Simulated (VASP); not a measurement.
The system is PbSe.

```xyz
4
Lattice="2.1377 -6.1347 0.0000 2.1377 6.1347 0.0000 0.0000 0.0000 4.4335" Properties=species:S:1:pos:R:3 pbc="T T T"
Pb    2.1377   -1.6031    3.3251
Pb    2.1377    1.6031    1.1084
Se    2.1377   -4.4231    3.3251
Se    2.1377    4.4231    1.1084
```

This cell differs from its parent crystal: uniaxial y strain +2.3%.

Base run:

```yaml
Program: VASP 6.6.1
Functional: r2SCAN
Potentials_or_basis: VASP PAW PBE potentials, release 64 (Pb_d, Se)
Cutoff: 520 eV
k_mesh: 6 × 6 × 6
Occupations: gaussian, width 0.01 eV
Spin: no spin polarisation
```

Its results: band gap on the k mesh 1.34 eV (least direct gap 1.58 eV); pressure 0.5 GPa; largest force 0.011 eV/Å.

**Question.** The run is repeated on the same cell with these changes: functional from r2SCAN to PBE; occupations from gaussian, width 0.01 eV to fermi-dirac, width 0.02 eV. What comes out?

**Answer.** Band gap on the k mesh 1.07 eV (least direct gap 1.23 eV); pressure 1.5 GPa; largest force 0.148 eV/Å.

Caveats: spin-orbit coupling is left out, which moves the levels of the heavy elements; the PAW data sets were made with another functional, which shifts forces and pressure a little (at least some runs).

A k mesh can miss the band edges.
